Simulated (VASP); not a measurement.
Set up this calculation in VASP 6.6.1, as the native input.

| Item | Value |
| --- | --- |
| Task | single point |
| Functional | PBE |
| Potentials or basis | VASP PAW PBE potentials, release 64 (Ho_3, Si, I), 4f in core |
| Cutoff | 500 eV |
| k mesh | 3 × 3 × 3 |
| Occupations | gaussian, width 0.2 eV |
| Spin | no spin polarisation |
| Dipole correction | no |
| Mended | yes |
| Further INCAR settings | ALGO = Normal; EDIFF = 1e-06; NBANDS = 30 |

The structure of HoSiI4 lies in POSCAR:

```
HoSiI4
1.0
    0.0000000000      5.5653604833      5.5653604833
    5.5653604833      0.0000000000      5.5653604833
    5.5653604833      5.5653604833      0.0000000000
Ho Si I
1 1 4
Direct
    0.2500000000      0.2500000000      0.2500000000
    0.7500000000      0.7500000000      0.7500000000
    0.8823716717      0.8823716717      0.8823716717
    0.8823716717      0.8823716717      0.3528849849
    0.8823716717      0.3528849849      0.8823716717
    0.3528849849      0.8823716717      0.8823716717
```

The cell was built from a structure type or drawn by symmetry, and may not be a known phase.

These files were run (other wordings do the same):

INCAR

```
ALGO = Normal ; EDIFF = 1E-6
ENCUT = 500 ; GGA = PE
GGA_COMPAT = F ; ISIF = 2
ISMEAR = 0 ; LASPH = T
LCHARG = F ; LMAXMIX = 6
LREAL = F ; LWAVE = F
NBANDS = 30 ; NELM = 200
PREC = Accurate ; SIGMA = 0.2
```

KPOINTS

```
k-points
0
Gamma
  3 3 3
```

Potentials or basis: VASP PAW PBE potentials, release 64 (Ho_3, Si, I), 4f in core.

Launch:

```console
$ cat potpaw_PBE.64/Ho_3/POTCAR potpaw_PBE.64/Si/POTCAR potpaw_PBE.64/I/POTCAR > POTCAR
$ mpirun -np 1 vasp_std > vasp.out
```

It gave:

| Quantity | Value |
| --- | --- |
| Pressure | 0.4 GPa |
| Largest force | 0.133 eV/Å |
| Band gap on the k mesh | zero (an odd number of electrons rules out a gap without spin polarisation) |

Caveat: spin-orbit coupling is left out, which moves the levels of the heavy elements; the 4f electrons are frozen in the core, so they carry no moment and show no levels; an odd number of electrons without spin polarisation forces a metal; a magnetic or distorted state may lie lower; the run has no spin polarisation, though such a crystal can be magnetic.

Run time: 59 s on 1 thread of Intel(R) Xeon(R) 6975P-C (Granite Rapids), on a shared host, peak memory 0.48 GiB.
